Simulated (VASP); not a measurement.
A run of VASP 6.6.1:

The input INCAR:

```
SYSTEM = PbS
ALGO     = Normal         ! electronic algorithm
EDIFF    = 1E-6           ! SCF threshold, eV
ENCUT    = 500            ! plane-wave cutoff, eV
GGA      = CA             ! functional
GGA_COMPAT= .FALSE.      
ISIF     = 2              ! what is computed and relaxed
ISMEAR   = 0              ! smearing method
LASPH    = .TRUE.         ! aspherical terms in the spheres
LCHARG   = .FALSE.        ! write CHGCAR
LREAL    = .FALSE.        ! projectors in reciprocal space
LWAVE    = .FALSE.        ! write WAVECAR
NBANDS   = 17             ! bands
NELM     = 120            ! most SCF steps
PREC     = Accurate       ! precision mode
SIGMA    = 0.01           ! smearing width, eV
```

The input KPOINTS:

```
k-points
0
G
  6 6 6
  0 0 0
```

Contents of POSCAR:

```
PbS
1.0
    0.0000000000      2.8844553114      2.8844553114
    2.8844553114      0.0000000000      2.8844553114
    2.8844553114      2.8844553114      0.0000000000
Pb S
1 1
Direct
    0.0000000000      0.0000000000      0.0000000000
    0.5000000000      0.5000000000      0.5000000000
```

Potentials or basis: VASP PAW LDA potentials, release 64 (Pb_d, S).

Command:

```bash
$ cat potpaw_LDA.64/Pb_d/POTCAR potpaw_LDA.64/S/POTCAR > POTCAR
$ mpirun -np 1 vasp_std > vasp.out
```

Hardware: 1 thread of Intel(R) Xeon(R) Platinum 8375C CPU @ 2.90GHz (Ice Lake), with other jobs on the host.

How long does it take, and how much memory?

Wall time 16 s on 1 thread of Intel(R) Xeon(R) Platinum 8375C CPU @ 2.90GHz (Ice Lake), on a shared host, peak memory 0.15 GiB. Counts: scf iterations 12, k points 16.
